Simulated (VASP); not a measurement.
# Ag (P6_3/mmc) in VASP: notebook

The runs below take Ag through single point, with r2SCAN.

All numbers are computed with VASP 6.6.1; they aren't measurements. Logs are shortened: lines on timing, memory, paths and dates and some standing lists are left out, and cuts for length are marked.

## 1. The cell of the first run

It takes space group P6_3/mmc (No. 194, hexagonal). The conventional cell has a = 3.060 Å, b = 3.060 Å, c = 9.909 Å, α = 90.00°, β = 90.00°, γ = 120.00°. Within 4.0 Å of Ag (site symmetry -3m) lie 12 Ag at 3.04 to 3.06 Å. Ag (site symmetry -6m2) has 12 Ag at 3.04 to 3.06 Å within 4.0 Å.

## 2. Single point, r2SCAN

POSCAR

```
Ag
1.0
    1.5299100000      2.6498790000      0.0000000000
   -1.5299100000      2.6498790000      0.0000000000
    0.0000000000      0.0000000000      9.9087420000
Ag
4
Direct
    0.0000000000      0.0000000000      0.0000000000
    0.0000000000      0.0000000000      0.5000000000
    0.3333300000      0.3333400000      0.7500000000
    0.6666600000      0.6666700000      0.2500000000
```

INCAR.step1

```
ALGO = Normal ; EDIFF = 1E-4
ENCUT = 520 ; GGA = PE
ISMEAR = 1 ; LASPH = T
LCHARG = F ; LREAL = F
LWAVE = T ; NBANDS = 30
NELM = 100 ; PREC = Accurate
SIGMA = 0.0222
```

INCAR.step2

```
ALGO = Normal ; EDIFF = 1E-7
ENCUT = 520 ; ISIF = 2
ISMEAR = 1 ; ISTART = 1
LASPH = T ; LCHARG = T
LELF = T ; LMIXTAU = T
LREAL = F ; LVHAR = T
LWAVE = F ; METAGGA = R2SCAN
NBANDS = 30 ; NELM = 100
PREC = Accurate ; SIGMA = 0.0222
```

KPOINTS

```
k-points
0
Gamma
  7 7 2
```

Potentials or basis: VASP PAW PBE potentials, release 64 (Ag).

Command:

```sh
> cat potpaw_PBE.64/Ag/POTCAR > POTCAR
> cp INCAR.step1 INCAR
> mpirun -np 1 vasp_std > vasp.out
> cp INCAR.step2 INCAR
> mpirun -np 1 vasp_std > vasp.out
```

OUTCAR:

```text
EDIFF = 1E-7
   ENCUT = 520
   ISIF = 2
   ISMEAR = 1
   ISTART = 1
   LASPH = T
   LREAL = F
   METAGGA = R2SCAN
   NELM = 100
   PREC = Accurate

 ion  position               nearest neighbor table
   1  0.000  0.000  0.000-   4 3.04   3 3.04   4 3.04   3 3.04   4 3.04   3 3.04
   2  0.000  0.000  0.500-   4 3.04   3 3.04   4 3.04   3 3.04   4 3.04   3 3.04
   3  0.333  0.333  0.750-   1 3.04   2 3.04   1 3.04   2 3.04   1 3.04   2 3.04
   4  0.667  0.667  0.250-   1 3.04   2 3.04   1 3.04   2 3.04   1 3.04   2 3.04

  LATTYP: Found a hexagonal cell.
 ALAT       =     3.0598175310
 C/A-ratio  =     3.2383440842

  Lattice vectors:

 A1 = (   1.5299100000,  -2.6498790000,   0.0000000000)
 A2 = (   1.5299100000,   2.6498790000,   0.0000000000)
 A3 = (   0.0000000000,   0.0000000000,   9.9087420000)

Analysis of symmetry for initial positions (statically):
=====================================================================
 Subroutine PRICEL returns:
 Original cell was already a primitive cell.

 Routine SETGRP: Setting up the symmetry group for a
 hexagonal supercell.

 Subroutine GETGRP returns: Found  4 space group operations
 (whereof  2 operations were pure point group operations)
 out of a pool of 24 trial point group operations.

The static configuration has the point symmetry C_2 .
 The point group associated with its full space group is C_2v.

Analysis of symmetry for dynamics (positions and initial velocities):
=====================================================================
 Subroutine PRICEL returns:
 Original cell was already a primitive cell.

 Routine SETGRP: Setting up the symmetry group for a
 hexagonal supercell.

 Subroutine GETGRP returns: Found  4 space group operations
 (whereof  2 operations were pure point group operations)
 out of a pool of 24 trial point group operations.

The dynamic configuration has the point symmetry C_2 .
 The point group associated with its full space group is C_2v.

 Subroutine INISYM returns: Found  4 space group operations
 (whereof  2 operations are pure point group operations),
 and found     1 'primitive' translations

----------------------------------------------------------------------------------------

                                     Primitive cell

  volume of cell :      80.3416

  direct lattice vectors                    reciprocal lattice vectors
     1.529910000  2.649879000  0.000000000     0.326816610  0.188687861  0.000000000
    -1.529910000  2.649879000  0.000000000    -0.326816610  0.188687861  0.000000000
     0.000000000  0.000000000  9.908742000     0.000000000  0.000000000  0.100920985

  length of vectors
     3.059817531  3.059817531  9.908742000     0.377375417  0.377375417  0.100920985

  position of ions in fractional coordinates (direct lattice)
     0.000000000  0.000000000  0.000000000
     0.000000000  0.000000000  0.500000000
     0.333330000  0.333340000  0.750000000
     0.666660000  0.666670000  0.250000000

  ion indices of the primitive-cell ions
   primitive index   ion index
                 1           1
                 2           2
                 3           3
                 4           4

----------------------------------------------------------------------------------------

 KPOINTS: k-points

Automatic generation of k-mesh.
 Grid dimensions read from file:
 generate k-points for:    7    7    2

 Generating k-lattice:

  Cartesian coordinates                     Fractional coordinates (reciprocal lattice)
     0.046688087  0.026955409  0.000000000     0.142857143  0.000000000  0.000000000
    -0.046688087  0.026955409  0.000000000     0.000000000  0.142857143  0.000000000
     0.000000000  0.000000000  0.050460492     0.000000000  0.000000000  0.500000000

  Length of vectors
     0.053910774  0.053910774  0.050460492

  Shift w.r.t. Gamma in fractional coordinates (k-lattice)
     0.000000000  0.000000000  0.000000000

 Subroutine IBZKPT returns following result:
 ===========================================

 Found     32 irreducible k-points:

 Following reciprocal coordinates:
            Coordinates               Weight
  0.000000  0.000000  0.000000      1.000000
  0.142857  0.000000  0.000000      4.000000
  0.142857  0.142857  0.000000      2.000000
  0.285714  0.000000  0.000000      4.000000
  0.285714  0.285714  0.000000      2.000000
  0.428571  0.000000  0.000000      4.000000
[... 16 lines left out ...]
  0.428571  0.428571  0.500000      2.000000
  0.285714  0.142857  0.500000      4.000000
 [... further k-points ...]
   k-points           NKPTS =     32   k-points in BZ     NKDIM =     32   number of bands    NBANDS=     30
   number of dos      NEDOS =    301   number of ions     NIONS =      4
   total plane-waves  NPLWV =  46080
   dimension x,y,z NGX =    24 NGY =   24 NGZ =   80
   dimension x,y,z NGXF=    48 NGYF=   48 NGZF=  160
   ions per type =               4
   NGX,Y,Z   is equivalent  to a cutoff of  13.04, 13.04, 13.42 a.u.
   NGXF,Y,Z  is equivalent  to a cutoff of  26.08, 26.08, 26.84 a.u.
 SYSTEM =  unknown system
   PREC   = accura    normal or accurate (medium, high low for compatibility)
   ISTART =      1    job   : 0-new  1-cont  2-samecut
   ICHARG =      0    charge: 1-file 2-atom 10-const
   ISPIN  =      1    spin polarized calculation?
   LNONCOLLINEAR =      F non collinear calculations
   LSORBIT =      F    spin-orbit coupling
   LASPH  =      T    aspherical Exc in radial PAW
   ENCUT  =  520.0 eV  38.22 Ry    6.18 a.u.   5.69  5.69 18.42*2*pi/ulx,y,z
   NELM   =    100;   NELMIN=  2; NELMDL=  0     # of ELM steps
   EDIFF  = 0.1E-06   stopping-criterion for ELM
   LREAL  =      F    real-space projection
   EDIFFG = 0.1E-05   stopping-criterion for IOM
   NSW    =      0    number of steps for IOM
   IBRION =     -1    ionic relax: 0-MD 1-quasi-New 2-CG
   NFREE  =      0    steps in history (QN), initial steepest desc. (CG)
   ISIF   =      2    stress and relaxation
   ISYM   =      2    0-nonsym 1-usesym 2-fastsym
   POTIM  = 0.5000    time-step for ionic-motion
   TEBEG  =    0.0;   TEEND  =   0.0 temperature during run
   PSTRESS=    0.0 pullay stress
   NELECT =      44.0000    total number of electrons
   NUPDOWN=      -1.0000    fix difference up-down
   EMIN   =  10.00;   EMAX   =-10.00  energy-range for DOS
   EFERMI =   0.00;   METHOD = LEGACY
   ISMEAR =     1;   SIGMA  =   0.02  broadening in eV -4-tet -1-fermi 0-gaus
   EFERMI_NEDOS =   21; number of points for ismear=-14 and -15
   IALGO  =     38    algorithm
   IMIX   =      4    mixing-type and parameters
     AMIX     =   0.40;   BMIX     =  1.00
     AMIX_MAG =   1.60;   BMIX_MAG =  1.00
  volume/ion in A,a.u.               =      20.09       135.54
  Fermi-wavevector in a.u.,A,eV,Ry     =   1.339406  2.531110 24.408967  1.794008
  Thomas-Fermi vector in A             =   2.467800
   LORBIT       =      0    0 simple, 1 ext, 2 COOP (PROOUT), +10 PAW based schemes
   METAGGA = R2SCAN    functional components
   LHFCALC =     F    Hartree Fock is set to
   AEXX    =    0.0000 exact exchange contribution
   IVDW    =     0    specifies the selected vdW correction
   LEPSILON=     F    determine dielectric tensor
   LRPA    =     F    only Hartree local field effects (RPA)
 non-spin polarized calculation
 Methfessel and Paxton  Order N= 1 SIGMA  =   0.02
  energy-cutoff  :      520.00
  volume of cell :       80.34
 maximum number of plane-waves:      2208
   NGX = 11   NGY = 11   NGZ = 37

 number of electron      44.0000023 magnetization

 Free energy of the ion-electron system (eV)
  ---------------------------------------------------
  ext. energy  EPLUGINS =         0.00000000
  ---------------------------------------------------
  free energy    TOTEN  =       -85.05901722 eV

  energy without entropy =      -85.05845640  energy(sigma->0) =      -85.05883028

 E-fermi :   6.4167     XC(G=0): -11.8664

 val. band max:        6.4097403593   @ k =   0.2857   0.1429   0.5000
 cond. band min:       6.5311508240   @ k =   0.0000   0.0000   0.0000
 fundamental gap:      0.1214104647
 Fermi energy:         6.4166549573

 k-point     1 :       0.0000    0.0000    0.0000
  band No.  band energies     occupation
      1      -0.4210      2.00000
      2       0.5877      2.00000
      3       0.7261      2.00000
      4       0.7295      2.00000
      5       1.7450      2.00000
      6       1.7450      2.00000
[... 22 lines left out ...]
     29      22.1402      0.00000
     30      22.8327      0.00000

 k-point     2 :       0.1429    0.0000    0.0000
  band No.  band energies     occupation
      1       0.0654      2.00000
      2       0.8186      2.00000
      3       1.0719      2.00000
      4       1.0853      2.00000
      5       1.5248      2.00000
      6       1.6406      2.00000
[... 22 lines left out ...]
     29      20.1653      0.00000
     30      20.1756      0.00000

 k-point     3 :       0.1429    0.1429    0.0000
  band No.  band energies     occupation
      1       0.0654      2.00000
      2       0.8186      2.00000
      3       1.0719      2.00000
      4       1.0853      2.00000
      5       1.5248      2.00000
      6       1.6406      2.00000
[... 22 lines left out ...]
     29      20.1653      0.00000
     30      20.1757      0.00000

 k-point     4 :       0.2857    0.0000    0.0000
  band No.  band energies     occupation
      1       0.7835      2.00000
      2       0.8693      2.00000
      3       0.9772      2.00000
      4       1.2166      2.00000
      5       1.2627      2.00000
      6       1.3513      2.00000
[... 22 lines left out ...]
     29      18.1725      0.00000
     30      18.2728      0.00000

 k-point     5 :       0.2857    0.2857    0.0000
  band No.  band energies     occupation
      1       0.7835      2.00000
      2       0.8693      2.00000
      3       0.9771      2.00000
      4       1.2166      2.00000
      5       1.2627      2.00000
      6       1.3513      2.00000
[... 22 lines left out ...]
     29      18.1725      0.00000
     30      18.2734      0.00000
[... 526 lines left out ...]
     29      17.5248      0.00000
     30      17.5248      0.00000

 k-point    22 :       0.4286    0.0000    0.5000
  band No.  band energies     occupation
      1       0.7290      2.00000
      2       0.7290      2.00000
      3       0.8204      2.00000
      4       0.8204      2.00000
      5       0.9022      2.00000
      6       0.9022      2.00000
[... 22 lines left out ...]
     29      16.0874      0.00000
     30      16.0874      0.00000

 k-point    23 :       0.4286    0.4286    0.5000
  band No.  band energies     occupation
      1       0.7290      2.00000
      2       0.7290      2.00000
      3       0.8204      2.00000
      4       0.8204      2.00000
      5       0.9022      2.00000
      6       0.9022      2.00000
[... 22 lines left out ...]
     29      16.0874      0.00000
     30      16.0874      0.00000

 k-point    24 :       0.2857    0.1429    0.5000
  band No.  band energies     occupation
      1       0.9676      2.00000
      2       0.9676      2.00000
      3       1.2096      2.00000
      4       1.2096      2.00000
      5       1.3912      2.00000
      6       1.3912      2.00000
[... 22 lines left out ...]
     29      16.9733      0.00000
     30      16.9733      0.00000

 [... further k-points ...]

------------------------ aborting loop because EDIFF is reached ----------------------------------------

  FORCE on cell =-STRESS in cart. coord.  units (eV):
  Direction    XX          YY          ZZ          XY          YZ          ZX
  --------------------------------------------------------------------------------------
  -------------------------------------------------------------------------------------
  Total       -5.3256467     -5.3254252     -4.3448643      0.0000000      0.0000000      0.0000000
  in kB     -106.2043952   -106.1999785    -86.6455681      0.0000000      0.0000000      0.0000000
  external PRESSURE =     -99.6833139 kB  Pullay stress =       0.0000000 kB

 VOLUME and BASIS-vectors are now :
 -----------------------------------------------------------------------------
  energy-cutoff  :      520.00
  volume of cell :       80.34
      direct lattice vectors                 reciprocal lattice vectors
     1.529910000  2.649879000  0.000000000     0.326816610  0.188687861  0.000000000
    -1.529910000  2.649879000  0.000000000    -0.326816610  0.188687861  0.000000000
     0.000000000  0.000000000  9.908742000     0.000000000  0.000000000  0.100920985

 POSITION                                       TOTAL-FORCE (eV/Angst)
 -----------------------------------------------------------------------------------
      0.00000      0.00000      0.00000        -0.000007      0.000000      0.000000
      0.00000      0.00000      4.95437        -0.000007      0.000000      0.000000
     -0.00002      1.76659      7.43156         0.000007     -0.000003      0.000000
     -0.00002      3.53316      2.47719         0.000007      0.000003      0.000000
 -----------------------------------------------------------------------------------
    total drift:                                0.000001      0.000000     -0.000000

  FREE ENERGIE OF THE ION-ELECTRON SYSTEM (eV)
  ---------------------------------------------------
  free  energy   TOTEN  =       -85.0590172232 eV

  energy  without entropy=      -85.0584564046  energy(sigma->0) =      -85.05883028
```

It took 2.3 min on 1 thread of Intel Xeon Platinum 8559C (Emerald Rapids), shared host; peak memory 0.24 GiB.

What came out:

* Free energy: -85.0590 eV
* Pressure: -10.0 GPa
* Band gap on the k mesh: zero (band 22 reaches 8.66 eV, above the bottom of band 23 at 3.12 eV)

Caveat: the PAW data sets were made with another functional, which shifts forces and pressure a little.

## 3. Single point, r2SCAN

POSCAR is that of step 2.

INCAR.step1

```
SYSTEM = Ag
PREC = Accurate ; ENCUT = 520
ISMEAR = 1 ; SIGMA = 0.0222
LREAL = .FALSE. ; LASPH = .TRUE.
NELM = 100 ; NBANDS = 30
GGA = PE ; ALGO = Normal
EDIFF = 1E-4 ; LWAVE = .TRUE.
LCHARG = .FALSE.
```

INCAR.step2

```
SYSTEM = Ag
PREC = Accurate ; ENCUT = 520
EDIFF = 1E-6 ; ISMEAR = 1
SIGMA = 0.0222 ; LREAL = .FALSE.
LASPH = .TRUE. ; NELM = 100
ALGO = Normal ; ISIF = 2
LWAVE = .FALSE. ; LCHARG = .FALSE.
METAGGA = R2SCAN ; LMIXTAU = .TRUE.
NBANDS = 30 ; ISTART = 1
```

KPOINTS

```
regular mesh
0
G
  7 7 2
  0 0 0
```

Potentials or basis: VASP PAW PBE potentials, release 64 (Ag).

Command:

```sh
> cat potpaw_PBE.64/Ag/POTCAR > POTCAR
> cp INCAR.step1 INCAR
> mpirun -np 1 vasp_std > vasp.out
> cp INCAR.step2 INCAR
> mpirun -np 1 vasp_std > vasp.out
```

OUTCAR:

```text
SYSTEM = Ag
   PREC = Accurate
   ENCUT = 520
   EDIFF = 1E-6
   ISMEAR = 1
   LREAL = .FALSE.
   LASPH = .TRUE.
   NELM = 100
   ISIF = 2
   METAGGA = R2SCAN
   ISTART = 1

 ion  position               nearest neighbor table
   1  0.000  0.000  0.000-   4 3.04   3 3.04   4 3.04   3 3.04   4 3.04   3 3.04
   2  0.000  0.000  0.500-   4 3.04   3 3.04   4 3.04   3 3.04   4 3.04   3 3.04
   3  0.333  0.333  0.750-   1 3.04   2 3.04   1 3.04   2 3.04   1 3.04   2 3.04
   4  0.667  0.667  0.250-   1 3.04   2 3.04   1 3.04   2 3.04   1 3.04   2 3.04

  LATTYP: Found a hexagonal cell.
 ALAT       =     3.0598175310
 C/A-ratio  =     3.2383440842

  Lattice vectors:

 A1 = (   1.5299100000,  -2.6498790000,   0.0000000000)
 A2 = (   1.5299100000,   2.6498790000,   0.0000000000)
 A3 = (   0.0000000000,   0.0000000000,   9.9087420000)

Analysis of symmetry for initial positions (statically):
=====================================================================
 Subroutine PRICEL returns:
 Original cell was already a primitive cell.

 Routine SETGRP: Setting up the symmetry group for a
 hexagonal supercell.

 Subroutine GETGRP returns: Found  4 space group operations
 (whereof  2 operations were pure point group operations)
 out of a pool of 24 trial point group operations.

[... 171 lines left out ...]
 cond. band min:       6.5310689506   @ k =   0.0000   0.0000   0.0000
 fundamental gap:      0.1213651214
 Fermi energy:         6.4166182517

 k-point     1 :       0.0000    0.0000    0.0000
  band No.  band energies     occupation
      1      -0.4211      2.00000
      2       0.5877      2.00000
      3       0.7260      2.00000
      4       0.7295      2.00000
      5       1.7450      2.00000
      6       1.7450      2.00000
[... 781 lines left out ...]
     29      16.9733      0.00000
     30      16.9733      0.00000

 [... further k-points ...]

------------------------ aborting loop because EDIFF is reached ----------------------------------------

  FORCE on cell =-STRESS in cart. coord.  units (eV):
  Direction    XX          YY          ZZ          XY          YZ          ZX
  --------------------------------------------------------------------------------------
  -------------------------------------------------------------------------------------
  Total       -5.3288704     -5.3286221     -4.3480773      0.0000000      0.0000000      0.0000000
  in kB     -106.2686824   -106.2637320    -86.7096422      0.0000000      0.0000000      0.0000000
  external PRESSURE =     -99.7473522 kB  Pullay stress =       0.0000000 kB

 VOLUME and BASIS-vectors are now :
 -----------------------------------------------------------------------------
  energy-cutoff  :      520.00
  volume of cell :       80.34
      direct lattice vectors                 reciprocal lattice vectors
     1.529910000  2.649879000  0.000000000     0.326816610  0.188687861  0.000000000
    -1.529910000  2.649879000  0.000000000    -0.326816610  0.188687861  0.000000000
     0.000000000  0.000000000  9.908742000     0.000000000  0.000000000  0.100920985

 POSITION                                       TOTAL-FORCE (eV/Angst)
 -----------------------------------------------------------------------------------
      0.00000      0.00000      0.00000        -0.000007      0.000000      0.000000
      0.00000      0.00000      4.95437        -0.000007      0.000000      0.000000
     -0.00002      1.76659      7.43156         0.000007     -0.000004      0.000000
     -0.00002      3.53316      2.47719         0.000007      0.000004      0.000000
 -----------------------------------------------------------------------------------
    total drift:                                0.000001      0.000000     -0.000000

  FREE ENERGIE OF THE ION-ELECTRON SYSTEM (eV)
  ---------------------------------------------------
  free  energy   TOTEN  =       -85.0590171713 eV

  energy  without entropy=      -85.0584563527  energy(sigma->0) =      -85.05883023
```

OUTCAR.step1:

```text
SYSTEM = Ag
   PREC = Accurate
   ENCUT = 520
   ISMEAR = 1
   LREAL = .FALSE.
   LASPH = .TRUE.
   NELM = 100
[... 1022 lines left out ...]
      0.00000      0.00000      4.95437        -0.000008      0.000000      0.000000
     -0.00002      1.76659      7.43156         0.000008      0.000004      0.000000
     -0.00002      3.53316      2.47719         0.000008     -0.000004     -0.000000
 -----------------------------------------------------------------------------------
    total drift:                                0.000001      0.000000     -0.000000

  FREE ENERGIE OF THE ION-ELECTRON SYSTEM (eV)
  ---------------------------------------------------
  free  energy   TOTEN  =       -10.6597555040 eV

  energy  without entropy=      -10.6592262486  energy(sigma->0) =      -10.65957909
```

Wall time 2 min (1 thread of Intel Xeon Platinum 8559C (Emerald Rapids), shared host); peak memory 0.23 GiB.

What came out:

| Property | Result |
| --- | --- |
| Free energy | -85.0590 eV |
| Pressure | -10.0 GPa |
| Band gap on the k mesh | zero (band 22 reaches 8.66 eV, above the bottom of band 23 at 3.12 eV) |

Levels at points of the mesh, in eV from the Fermi level:
| k point | band 18 | band 19 | band 20 | band 21 | band 22 | band 23 | band 24 | band 25 | band 26 | band 27 |
| --- | --- | --- | --- | --- | --- | --- | --- | --- | --- | --- |
| (0.00, 0.00, 0.00) | -3.78 | -3.78 | -3.61 | -3.61 | -3.30 | -3.30 | 0.11 | 2.91 | 10.43 | 10.44 |
| (0.00, 0.00, 0.50) | -3.91 | -3.43 | -3.43 | -3.43 | -3.43 | -2.08 | -2.08 | 5.88 | 5.88 | 15.02 |

Caveat: the PAW data sets were made with another functional, which shifts forces and pressure a little.
